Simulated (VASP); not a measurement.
Here is a VASP 6.6.1 calculation.

File INCAR:

```
PREC = Accurate
ENCUT = 520
EDIFF = 1E-8
ISMEAR = -1
SIGMA = 0.03
LREAL = False
LASPH = True
NELM = 100
ALGO = Normal
ISIF = 2
LWAVE = False
LCHARG = False
GGA = PE
LEFG = True
NBANDS = 35
```

The input KPOINTS:

```
Automatic mesh
0
Gamma
  4 4 6
```

The input POSCAR:

```
SnO2
1.0
    4.7530888199      0.0000000000      0.0000000000
    0.0000000000      4.7530888199      0.0000000000
    0.0000000000      0.0000000000      3.1969861243
Sn O
2 4
Direct
    0.0000000000      0.0000000000      0.0000000000
    0.5000000000      0.5000000000      0.5000000000
    0.3056200000      0.3056200000      0.0000000000
    0.1943800000      0.8056200000      0.5000000000
    0.6943800000      0.6943800000      0.0000000000
    0.8056200000      0.1943800000      0.5000000000
```

Potentials or basis: VASP PAW PBE potentials, release 64 (Sn_d, O).

Run with:

```sh
$ cat potpaw_PBE.64/Sn_d/POTCAR potpaw_PBE.64/O/POTCAR > POTCAR
$ mpirun -np 1 vasp_std > vasp.out
```

Problem. Predict the band gap on the k mesh.

Solution. 1.13 eV, direct.

Problem. Predict the pressure.

Solution. 9.2 GPa.

Forces on the atoms (eV/Å):
```
Sn   0.000  0.000  0.000
Sn   0.000  0.000  0.000
O   -0.012 -0.012  0.000
O    0.012 -0.012  0.000
O    0.012  0.012  0.000
O   -0.012  0.012  0.000
```

Caveat: without QUAD_EFG the Cq values of the log hold for a quadrupole moment of 1 mb, not for the nuclei; spin-orbit coupling is left out, which moves the levels of the heavy elements.
